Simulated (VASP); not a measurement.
# CdF2 in VASP: a series of runs, part 2 of 2

VASP 6.6.1. The steps go on from the part before.

### 4 Single point, PBE (shear xy strain -1.1%)

Contents of INCAR:

```
SYSTEM = CdF2
PREC = Accurate
ENCUT = 520
EDIFF = 1E-6
ISMEAR = -1
SIGMA = 0.02
LREAL = .FALSE.
LASPH = .TRUE.
NELM = 100
ALGO = Normal
ISIF = 2
LWAVE = .FALSE.
LCHARG = .FALSE.
GGA = PE
NBANDS = 20
```

Contents of KPOINTS:

```
regular mesh
0
G
  8 8 8
  0 0 0
```

Contents of POSCAR:

```
CdF2
1.0
   -0.0153568128      2.6941776810      2.6941776810
    2.6941776810     -0.0153568128      2.6941776810
    2.6788208683      2.6788208683      0.0000000000
Cd F
1 2
Direct
    0.0000000000      0.0000000000      0.0000000000
    0.2506371142      0.2506371142      0.2493628858
    0.7493628858      0.7493628858      0.7506371142
```

Potentials or basis: VASP PAW PBE potentials, release 64 (Cd, F).

Launch:

```bash
$ cat potpaw_PBE.64/Cd/POTCAR potpaw_PBE.64/F/POTCAR > POTCAR
$ mpirun -np 1 vasp_std > vasp.out
```

OUTCAR:

```text
SYSTEM = CdF2
   PREC = Accurate
   ENCUT = 520
   EDIFF = 1E-6
   ISMEAR = -1
   LREAL = .FALSE.
   LASPH = .TRUE.
   NELM = 100
   ISIF = 2
   GGA = PE

 ion  position               nearest neighbor table
   1  0.000  0.000  0.000-   2 2.33   3 2.33   3 2.33   2 2.33   3 2.34   3 2.34   2 2.34   2 2.34

   2  0.251  0.251  0.249-   1 2.33   1 2.33   1 2.34   1 2.34
   3  0.749  0.749  0.751-   1 2.33   1 2.33   1 2.34   1 2.34

  LATTYP: Found a body centered orthorhombic cell.
 ALAT       =     3.7884248031
 B/A-ratio  =     1.0114653525
 C/A-ratio  =     1.4223207908

[... 743 lines left out ...]

  FORCE on cell =-STRESS in cart. coord.  units (eV):
  Direction    XX          YY          ZZ          XY          YZ          ZX
  --------------------------------------------------------------------------------------
  -------------------------------------------------------------------------------------
  Total        1.5109752      1.5109752      1.5114155      0.0712641     -0.0000000     -0.0000000
  in kB       61.8975308     61.8975308     61.9155697      2.9193533     -0.0000000     -0.0000000
  external PRESSURE =      61.9035438 kB  Pullay stress =       0.0000000 kB

 VOLUME and BASIS-vectors are now :
 -----------------------------------------------------------------------------
  energy-cutoff  :      520.00
  volume of cell :       39.11
      direct lattice vectors                 reciprocal lattice vectors
    -0.015356813  2.694177681  2.694177681    -0.184533543  0.184533543  0.185585384
     2.694177681 -0.015356813  2.694177681     0.184533543 -0.184533543  0.185585384
     2.678820868  2.678820868  0.000000000     0.186649285  0.186649285 -0.185585384

 POSITION                                       TOTAL-FORCE (eV/Angst)
 -----------------------------------------------------------------------------------
      0.00000      0.00000      0.00000         0.000000     -0.000000      0.000000
      1.33941      1.33941      1.35052        -0.000000     -0.000000      0.007844
      4.01823      4.01823      4.03783         0.000000      0.000000     -0.007844
 -----------------------------------------------------------------------------------
    total drift:                                0.000000      0.000000      0.000000

  FREE ENERGIE OF THE ION-ELECTRON SYSTEM (eV)
  ---------------------------------------------------
  free  energy   TOTEN  =       -10.8592509103 eV

  energy  without entropy=      -10.8592509103  energy(sigma->0) =      -10.85925091
```

OSZICAR:

```text
N       E                     dE             d eps       ncg     rms          rms(c)
DAV:   1     0.193014887322E+03    0.19301E+03   -0.15622E+04  4024   0.132E+03
DAV:   2    -0.445066998342E+01   -0.19747E+03   -0.18901E+03  4164   0.342E+02
DAV:   3    -0.125312999633E+02   -0.80806E+01   -0.80594E+01  4364   0.748E+01
DAV:   4    -0.125662489088E+02   -0.34949E-01   -0.34948E-01  4136   0.503E+00
DAV:   5    -0.125663775217E+02   -0.12861E-03   -0.12861E-03  4312   0.273E-01    0.103E+01
DAV:   6    -0.108285537463E+02    0.17378E+01   -0.39686E+00  4864   0.373E+01    0.746E+00
DAV:   7    -0.108741751342E+02   -0.45621E-01   -0.88889E-01  3868   0.853E+00    0.425E+00
DAV:   8    -0.108671697337E+02    0.70054E-02   -0.13479E-01  3948   0.346E+00    0.706E-01
DAV:   9    -0.108585652662E+02    0.86045E-02   -0.33032E-02  4564   0.227E+00    0.874E-02
DAV:  10    -0.108591289457E+02   -0.56368E-03   -0.28742E-03  3924   0.588E-01    0.120E-01
DAV:  11    -0.108592279319E+02   -0.98986E-04   -0.12419E-04  4176   0.110E-01    0.369E-02
DAV:  12    -0.108592492767E+02   -0.21345E-04   -0.36601E-05  3900   0.526E-02    0.183E-02
DAV:  13    -0.108592510998E+02   -0.18231E-05   -0.64216E-06  4192   0.205E-02    0.316E-03
DAV:  14    -0.108592509103E+02    0.18950E-06   -0.52053E-07  3368   0.912E-03
   1 F= -.10859251E+02 E0= -.10859251E+02  d E =-.235845E-11
```

stdout:

```text
POSCAR found type information on POSCAR CdF
 POSCAR found :  2 types and       3 ions
 scaLAPACK will be used
 LDA part: xc-table for (Slater+PW92), standard interpolation
 POSCAR, INCAR and KPOINTS ok, starting setup
 FFT: planning ... GRIDC
 FFT: planning ... GRID_SOFT
 FFT: planning ... GRID
 WAVECAR not read
 entering main loop
```

It took 38 s on 1 thread of Intel Xeon Platinum 8488C (Sapphire Rapids), shared host; peak memory 0.2 GiB.

Results:

```
Free energy            : -10.8593 eV
Pressure               : 6.2 GPa
Largest force          : 0.008 eV/Å
Band gap on the k mesh : 3.07 eV, indirect (least direct gap 3.55 eV)
```

Forces in eV/Å, atoms in the order of the input:
```
Cd   0.000  0.000  0.000
F    0.000  0.000  0.008
F    0.000  0.000 -0.008
```

Stress tensor (GPa, compression positive):
```
6.19 0.29 0.00
0.29 6.19 0.00
0.00 0.00 6.19
```

Levels at points of the mesh, in eV from the valence-band top:
| k point | band 9 | band 10 | band 11 | band 12 | band 13 | band 14 | band 15 | band 16 | band 17 | band 18 |
| --- | --- | --- | --- | --- | --- | --- | --- | --- | --- | --- |
| (0.00, 0.00, 0.00) | -0.97 | -0.96 | -0.52 | -0.50 | -0.48 | 3.07 | 12.60 | 12.70 | 12.81 | 17.64 |
| (0.50, 0.00, 0.00) | -2.26 | -1.84 | -1.83 | -0.39 | -0.38 | 7.15 | 9.14 | 14.49 | 14.57 | 18.14 |
| (0.50, 0.50, 0.00) | -2.98 | -2.94 | -0.50 | -0.10 | -0.08 | 8.00 | 9.65 | 11.92 | 14.18 | 14.38 |
| (0.00, 0.00, 0.50) | -2.28 | -1.84 | -1.84 | -0.41 | -0.41 | 7.19 | 9.18 | 14.43 | 14.51 | 18.08 |
| (0.50, 0.00, 0.50) | -2.96 | -2.96 | -0.50 | -0.09 | -0.09 | 8.00 | 9.65 | 11.92 | 14.28 | 14.28 |

Caveat: the cell differs from its parent crystal (shear xy strain -1.1%).

### 5 Single point, r2SCAN (uniaxial z strain +5.1%)

Contents of POSCAR:

```
CdF2
1.0
    0.0000000000      2.6941776810      2.8321195783
    2.6941776810      0.0000000000      2.8321195783
    2.6941776810      2.6941776810      0.0000000000
Cd F
1 2
Direct
    0.0000000000      0.0000000000      0.0000000000
    0.2500000000      0.2500000000      0.2500000000
    0.7500000000      0.7500000000      0.7500000000
```

Contents of INCAR.step1:

```
ALGO     = Normal         # electronic algorithm
EDIFF    = 1E-4           # SCF threshold, eV
ENCUT    = 520            # plane-wave cutoff, eV
GGA      = PE             # functional
ISMEAR   = 0              # smearing method
LASPH    = T              # aspherical terms in the spheres
LCHARG   = F              # write CHGCAR
LREAL    = F              # projectors in reciprocal space
LWAVE    = T              # write WAVECAR
NBANDS   = 20             # bands
NELM     = 60             # most SCF steps
PREC     = Accurate       # precision mode
SIGMA    = 0.01           # smearing width, eV
```

Contents of INCAR.step2:

```
ALGO     = Normal         # electronic algorithm
EDIFF    = 1E-7           # SCF threshold, eV
ENCUT    = 520            # plane-wave cutoff, eV
ISIF     = 2              # what is computed and relaxed
ISMEAR   = 0              # smearing method
ISTART   = 1            
LASPH    = T              # aspherical terms in the spheres
LCHARG   = F              # write CHGCAR
LMIXTAU  = T            
LREAL    = F              # projectors in reciprocal space
LWAVE    = F              # write WAVECAR
METAGGA  = R2SCAN         # meta-GGA
NBANDS   = 20             # bands
NELM     = 60             # most SCF steps
PREC     = Accurate       # precision mode
SIGMA    = 0.01           # smearing width, eV
```

Contents of KPOINTS:

```
k-points
0
Gamma
  8 8 8
```

Launch:

```bash
$ cat potpaw_PBE.64/Cd/POTCAR potpaw_PBE.64/F/POTCAR > POTCAR
$ cp INCAR.step1 INCAR
$ mpirun -np 1 vasp_std > vasp.out
$ cp INCAR.step2 INCAR
$ mpirun -np 1 vasp_std > vasp.out
```

Wall time 2.2 min (1 thread of Intel Xeon Platinum 8488C (Sapphire Rapids), shared host); peak memory 0.19 GiB.

The run converged. Its results:

* Free energy: -33.6776 eV
* Pressure: -4.3 GPa
* Band gap on the k mesh: 3.49 eV, indirect (least direct gap 4.02 eV)

Stress tensor (GPa, compression positive):
```
-2.47  0.00  0.00
 0.00 -2.47  0.00
 0.00  0.00 -8.01
```

Levels at points of the mesh, in eV from the valence-band top:
| k point | band 11 | band 12 | band 13 | band 14 | band 15 | band 16 |
| --- | --- | --- | --- | --- | --- | --- |
| (0.00, 0.00, 0.00) | -0.67 | -0.67 | -0.53 | 3.49 | 13.25 | 13.25 |
| (0.50, 0.00, 0.00) | -1.66 | -0.50 | -0.48 | 7.51 | 9.43 | 14.91 |
| (0.50, 0.50, 0.00) | -0.63 | -0.09 | -0.09 | 8.37 | 10.29 | 12.06 |
| (0.50, 0.00, 0.50) | -0.37 | -0.23 | -0.06 | 8.35 | 10.12 | 12.01 |

Caveat: the cell differs from its parent crystal (uniaxial z strain +5.1%); the PAW data sets were made with another functional, which shifts forces and pressure a little.

### 6 Single point, r2SCAN (epitaxial 111 strain +0.5%)

Contents of POSCAR:

```
CdF2
1.0
   -0.0188215442      2.6877493542      2.6877493542
    2.6877493542     -0.0188215442      2.6877493542
    2.6877493542      2.6877493542     -0.0188215442
Cd F
1 2
Direct
    0.0000000000      0.0000000000      0.0000000000
    0.2502885381      0.2502885381      0.2502885381
    0.7497114619      0.7497114619      0.7497114619
```

Contents of INCAR.step1:

```
  PREC = Accurate
  ENCUT = 520
  ISMEAR = 0
  SIGMA = 0.01
  LREAL = F
  LASPH = T
  NELM = 60
  NBANDS = 20
  GGA = PE
  ALGO = Normal
  EDIFF = 1E-4
  LWAVE = T
  LCHARG = F
```

Contents of INCAR.step2:

```
  PREC = Accurate
  ENCUT = 520
  EDIFF = 1E-7
  ISMEAR = 0
  SIGMA = 0.01
  LREAL = F
  LASPH = T
  NELM = 60
  ALGO = Normal
  ISIF = 2
  LWAVE = F
  LCHARG = F
  METAGGA = R2SCAN
  LMIXTAU = T
  NBANDS = 20
  ISTART = 1
```

Contents of KPOINTS:

```
Automatic mesh
0
Gamma
  8 8 8
```

Potentials or basis: VASP PAW PBE potentials, release 64 (Cd, F).

Launch:

```bash
$ cat potpaw_PBE.64/Cd/POTCAR potpaw_PBE.64/F/POTCAR > POTCAR
$ cp INCAR.step1 INCAR
$ mpirun -np 1 vasp_std > vasp.out
$ cp INCAR.step2 INCAR
$ mpirun -np 1 vasp_std > vasp.out
```

OUTCAR:

```text
PREC = Accurate
   ENCUT = 520
   EDIFF = 1E-7
   ISMEAR = 0
   LREAL = F
   LASPH = T
   NELM = 60
   ISIF = 2
   METAGGA = R2SCAN
   ISTART = 1

 ion  position               nearest neighbor table
   1  0.000  0.000  0.000-   2 2.32   3 2.32   3 2.34   3 2.34   3 2.34   2 2.34   2 2.34   2 2.34

   2  0.250  0.250  0.250-   1 2.32   1 2.34   1 2.34   1 2.34
   3  0.750  0.750  0.750-   1 2.32   1 2.34   1 2.34   1 2.34

  LATTYP: Found a trigonal (rhomboedric) cell.
 ALAT       =     3.8010981877
 COS(alpha) =     0.4929851969

  Lattice vectors:

 A1 = (  -0.0188215442,   2.6877493542,   2.6877493542)
 A2 = (   2.6877493542,  -0.0188215442,   2.6877493542)
 A3 = (   2.6877493542,   2.6877493542,  -0.0188215442)

Analysis of symmetry for initial positions (statically):
=====================================================================
 Subroutine PRICEL returns:
 Original cell was already a primitive cell.

 Routine SETGRP: Setting up the symmetry group for a
 trigonal (rhombohedral) supercell.

 Subroutine GETGRP returns: Found 12 space group operations
 (whereof 12 operations were pure point group operations)
 out of a pool of 12 trial point group operations.

The static configuration has the point symmetry D_3d.

Analysis of symmetry for dynamics (positions and initial velocities):
=====================================================================
 Subroutine PRICEL returns:
 Original cell was already a primitive cell.

 Routine SETGRP: Setting up the symmetry group for a
 trigonal (rhombohedral) supercell.

 Subroutine GETGRP returns: Found 12 space group operations
 (whereof 12 operations were pure point group operations)
 out of a pool of 12 trial point group operations.

[... 115 lines left out ...]
   EMIN   =  10.00;   EMAX   =-10.00  energy-range for DOS
   EFERMI =   0.00;   METHOD = LEGACY
   ISMEAR =     0;   SIGMA  =   0.01  broadening in eV -4-tet -1-fermi 0-gaus
   EFERMI_NEDOS =   21; number of points for ismear=-14 and -15
   IALGO  =     38    algorithm
   IMIX   =      4    mixing-type and parameters
     AMIX     =   0.40;   BMIX     =  1.00
     AMIX_MAG =   1.60;   BMIX_MAG =  1.00
  volume/ion in A,a.u.               =      13.08        88.27
  Fermi-wavevector in a.u.,A,eV,Ry     =   1.427210  2.697036 27.714089  2.036928
  Thomas-Fermi vector in A             =   2.547404
   LORBIT       =      0    0 simple, 1 ext, 2 COOP (PROOUT), +10 PAW based schemes
   METAGGA = R2SCAN    functional components
   LHFCALC =     F    Hartree Fock is set to
   AEXX    =    0.0000 exact exchange contribution
   IVDW    =     0    specifies the selected vdW correction
   LEPSILON=     F    determine dielectric tensor
   LRPA    =     F    only Hartree local field effects (RPA)
 non-spin polarized calculation
 Gauss-broadening in eV      SIGMA  =   0.01
  energy-cutoff  :      520.00
  volume of cell :       39.24
 maximum number of plane-waves:      1068
   NGX = 15   NGY = 15   NGZ = 15

 number of electron      25.9999988 magnetization

 Free energy of the ion-electron system (eV)
  ---------------------------------------------------
  ext. energy  EPLUGINS =         0.00000000
  ---------------------------------------------------
  free energy    TOTEN  =       -33.71976820 eV

  energy without entropy =      -33.71976820  energy(sigma->0) =      -33.71976820

 E-fermi :  -1.7940     XC(G=0): -11.0278

 val. band max:       -1.8938768291   @ k =  -0.2500   0.5000   0.2500
 cond. band min:       1.8442463662   @ k =   0.0000   0.0000   0.0000
 fundamental gap:      3.7381231953
 Fermi energy:        -1.7939846528

 k-point     1 :       0.0000    0.0000    0.0000
  band No.  band energies     occupation
      1     -23.8135      2.00000
      2     -22.7572      2.00000
      3      -7.5188      2.00000
      4      -7.5094      2.00000
      5      -7.5094      2.00000
      6      -6.2900      2.00000
[... 541 lines left out ...]
     19      16.9995      0.00000
     20      19.9262      0.00000

 [... further k-points ...]

------------------------ aborting loop because EDIFF is reached ----------------------------------------

  FORCE on cell =-STRESS in cart. coord.  units (eV):
  Direction    XX          YY          ZZ          XY          YZ          ZX
  --------------------------------------------------------------------------------------
  -------------------------------------------------------------------------------------
  Total        0.1493608      0.1493608      0.1493608      0.0496697      0.0496697      0.0496697
  in kB        6.0983601      6.0983601      6.0983601      2.0280008      2.0280008      2.0280008
  external PRESSURE =       6.0983601 kB  Pullay stress =       0.0000000 kB

 VOLUME and BASIS-vectors are now :
 -----------------------------------------------------------------------------
  energy-cutoff  :      520.00
  volume of cell :       39.24
      direct lattice vectors                 reciprocal lattice vectors
    -0.018821544  2.687749354  2.687749354    -0.184086502  0.185384699  0.185384699
     2.687749354 -0.018821544  2.687749354     0.185384699 -0.184086502  0.185384699
     2.687749354  2.687749354 -0.018821544     0.185384699  0.185384699 -0.184086502

 POSITION                                       TOTAL-FORCE (eV/Angst)
 -----------------------------------------------------------------------------------
      0.00000      0.00000      0.00000         0.000000     -0.000000      0.000000
      1.34071      1.34071      1.34071         0.006931      0.006931      0.006931
      4.01596      4.01596      4.01596        -0.006931     -0.006931     -0.006931
 -----------------------------------------------------------------------------------
    total drift:                                0.000000      0.000000      0.000000

  FREE ENERGIE OF THE ION-ELECTRON SYSTEM (eV)
  ---------------------------------------------------
  free  energy   TOTEN  =       -33.7197682018 eV

  energy  without entropy=      -33.7197682018  energy(sigma->0) =      -33.71976820
```

Run time: 1.9 min. Hardware: 1 thread of Intel Xeon Platinum 8488C (Sapphire Rapids), shared host; peak memory 0.19 GiB.

Results:

```yaml
Free_energy: -33.7198 eV
Pressure: 0.6 GPa
Largest_force: 0.012 eV/Å
Band_gap_on_the_k_mesh: 3.74 eV, indirect (least direct gap 4.22 eV)
```

Forces on the atoms (eV/Å):
```
Cd   0.000  0.000  0.000
F    0.007  0.007  0.007
F   -0.007 -0.007 -0.007
```

Levels at points of the mesh, in eV from the valence-band top:
| k point | band 10 | band 11 | band 12 | band 13 | band 14 | band 15 | band 16 | band 17 |
| --- | --- | --- | --- | --- | --- | --- | --- | --- |
| (0.00, 0.00, 0.00) | -0.97 | -0.52 | -0.52 | -0.48 | 3.74 | 13.52 | 13.52 | 13.73 |
| (0.50, 0.00, 0.00) | -1.84 | -1.84 | -0.40 | -0.39 | 7.94 | 9.67 | 15.52 | 15.64 |
| (0.50, 0.50, 0.00) | -2.94 | -0.51 | -0.10 | -0.08 | 8.85 | 10.52 | 12.18 | 15.20 |
| (0.50, 0.50, 0.50) | -1.84 | -1.84 | -0.43 | -0.43 | 8.01 | 9.73 | 15.51 | 15.51 |

Caveat: the cell differs from its parent crystal (epitaxial 111 strain +0.5%); the PAW data sets were made with another functional, which shifts forces and pressure a little. A k mesh can miss the band edges.

### 7 Single point, r2SCAN (shear xy strain -1.1%)

Contents of POSCAR:

```
CdF2
1.0
   -0.0153568128      2.6941776810      2.6941776810
    2.6941776810     -0.0153568128      2.6941776810
    2.6788208683      2.6788208683      0.0000000000
Cd F
1 2
Direct
    0.0000000000      0.0000000000      0.0000000000
    0.2506371142      0.2506371142      0.2493628858
    0.7493628858      0.7493628858      0.7506371142
```

Contents of INCAR.step1:

```
PREC = Accurate
ENCUT = 520
ISMEAR = 0
SIGMA = 0.01
LREAL = False
LASPH = True
NELM = 100
NBANDS = 20
GGA = PE
ALGO = Normal
EDIFF = 1E-4
LWAVE = True
LCHARG = False
```

Contents of INCAR.step2:

```
PREC = Accurate
ENCUT = 520
EDIFF = 1E-6
ISMEAR = 0
SIGMA = 0.01
LREAL = False
LASPH = True
NELM = 100
ALGO = Normal
ISIF = 2
LWAVE = False
LCHARG = False
METAGGA = R2SCAN
LMIXTAU = True
NBANDS = 20
ISTART = 1
```

Contents of KPOINTS:

```
regular mesh
0
Gamma
  8 8 8
```

Launch:

```bash
$ cat potpaw_PBE.64/Cd/POTCAR potpaw_PBE.64/F/POTCAR > POTCAR
$ cp INCAR.step1 INCAR
$ mpirun -np 1 vasp_std > vasp.out
$ cp INCAR.step2 INCAR
$ mpirun -np 1 vasp_std > vasp.out
```

Run time: 2.2 min. Hardware: 1 thread of Intel Xeon Platinum 8488C (Sapphire Rapids), shared host; peak memory 0.21 GiB.

It converged, with:

```yaml
Free_energy: -33.7189 eV
Pressure: 1.0 GPa
Largest_force: 0.005 eV/Å
Band_gap_on_the_k_mesh: 3.75 eV, indirect (least direct gap 4.23 eV)
```

Forces on the atoms (eV/Å):
```
Cd   0.000  0.000  0.000
F    0.000  0.000  0.005
F    0.000  0.000 -0.005
```

Stress tensor (GPa, compression positive):
```
1.00 0.31 0.00
0.31 1.00 0.00
0.00 0.00 1.01
```

Levels at points of the mesh, in eV from the valence-band top:
```csv
k point,band 11,band 12,band 13,band 14,band 15,band 16
"(0.00, 0.00, 0.00)",-0.53,-0.50,-0.48,3.75,13.50,13.61
"(0.50, 0.00, 0.00)",-1.85,-0.39,-0.39,7.96,9.67,15.58
"(0.50, 0.50, 0.00)",-0.51,-0.11,-0.08,8.87,10.54,12.18
"(0.00, 0.00, 0.50)",-1.85,-0.42,-0.41,8.01,9.72,15.52
"(0.50, 0.00, 0.50)",-0.51,-0.09,-0.09,8.87,10.54,12.18
```

Caveat: the cell differs from its parent crystal (shear xy strain -1.1%); the PAW data sets were made with another functional, which shifts forces and pressure a little.

### 8 Overview

```tsv
level	cell	smearing	gap on the mesh (eV)	pressure (GPa)	largest force (eV/Å)
PBE	a = 3.909, b = 3.909, c = 3.810 Å, angles 60.8, 60.8, 58.3°, 3 atoms	fermi-dirac 0.02 eV	2.81	0.7	-
PBE	a = 3.801 Å, angles 60.5°, 3 atoms	fermi-dirac 0.02 eV	3.06	5.8	0.02
PBE	a = 3.810, b = 3.810, c = 3.788 Å, angles 60.2, 60.2, 60.4°, 3 atoms	fermi-dirac 0.02 eV	3.07	6.2	0.01
r2SCAN	a = 3.909, b = 3.909, c = 3.810 Å, angles 60.8, 60.8, 58.3°, 3 atoms	gaussian 0.01 eV	3.49	-4.3	-
r2SCAN	a = 3.801 Å, angles 60.5°, 3 atoms	gaussian 0.01 eV	3.74	0.6	0.01
r2SCAN	a = 3.810, b = 3.810, c = 3.788 Å, angles 60.2, 60.2, 60.4°, 3 atoms	gaussian 0.01 eV	3.75	1.0	-
```

Alike in all rows: task single point; potentials or basis VASP PAW PBE potentials, release 64 (Cd, F); no spin polarisation; k mesh 8 × 8 × 8; cutoff (eV) 520.

Caveats: the PAW data sets were made with another functional, which shifts forces and pressure a little (some runs).

Total energies depend on the potentials used, so only differences within one code and one set of settings carry meaning.
